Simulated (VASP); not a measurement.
Wanted: the native input for a VASP 6.6.1 run.

```
Task                   : relaxation of cell and atoms
Functional             : PBE
Potentials or basis    : VASP PAW PBE potentials, release 64 (Mg, Au)
Cutoff                 : 600 eV
k mesh                 : 4 × 4 × 2
Occupations            : gaussian, width 0.2 eV
Spin                   : no spin polarisation
Dipole correction      : no
Further INCAR settings : ALGO = Fast; EDIFF = 1e-07; IBRION = 2; EDIFFG = -0.025; NSW = 80; ISIF = 3
```

The structure of Mg4Au lies in POSCAR:

```
Mg4Au
1.0
    5.1647874177     -0.0021463368      0.0718791452
   -0.0021463368      5.1240756944     -0.0381510550
    0.1437582903     -0.0763021101      9.9826133555
Mg Au
8 2
Direct
    0.4925005497      0.0001642943      0.5009239305
    0.4963414421     -0.0071248962      0.9955312980
    0.9964116679      0.4877868635      0.4997519974
    1.0175262286      0.5003733841      0.9958452496
    0.9921204086     -0.0085598805      0.2512572294
    1.0029386965      0.0080659339      0.7474553327
    0.5053817672      0.5205210486      0.2550676171
    0.4959189259      0.4901486205      0.7508953752
    0.0035689114      0.0000384896      0.0039786682
    0.9972914020      0.0085861423      0.4992933021
```

One way to write it, as run:

INCAR

```
PREC     = Accurate       # precision mode
ENCUT    = 600            # plane-wave cutoff, eV
EDIFF    = 1E-7           # SCF threshold, eV
ISMEAR   = 0              # smearing method
SIGMA    = 0.2            # smearing width, eV
LREAL    = False          # projectors in reciprocal space
LASPH    = True           # aspherical terms in the spheres
NELM     = 100            # most SCF steps
ALGO     = Fast           # electronic algorithm
ISIF     = 3              # what is computed and relaxed
LWAVE    = False          # write WAVECAR
LCHARG   = False          # write CHGCAR
GGA      = PE             # functional
IBRION   = 2              # ionic algorithm
NSW      = 80             # ionic steps
EDIFFG   = -0.025         # ionic threshold
```

KPOINTS

```
Automatic mesh
0
Gamma
  4 4 2
```

Potentials or basis: VASP PAW PBE potentials, release 64 (Mg, Au).

Command:

```sh
$ cat potpaw_PBE.64/Mg/POTCAR potpaw_PBE.64/Au/POTCAR > POTCAR
$ mpirun -np 1 vasp_std > vasp.out
```

It gave:

```yaml
Relaxed_volume: 26.75 Å³/atom
Relaxed_cell: a = 5.115 Å, b = 5.114 Å, c = 10.226 Å, α = 90.10°, β = 89.84°, γ = 90.02°
Space_group_after_relaxing_to_0.05_Å: P1 (No. 1)
Energy_gained_by_relaxing: 14.9 meV/atom
Ionic_steps: 18
Pressure_after_relaxing: 0.0 GPa
Largest_force_after_relaxing: 0.023 eV/Å
Band_gap_on_the_k_mesh: zero (band 19 reaches 3.00 eV, above the bottom of band 20 at 1.59 eV)
```

Caveat: spin-orbit coupling is left out, which moves the levels of the heavy elements.

Run time: 38 min on 1 thread of Intel(R) Xeon(R) Platinum 8488C (Sapphire Rapids), with other jobs on the host, peak memory 0.48 GiB.
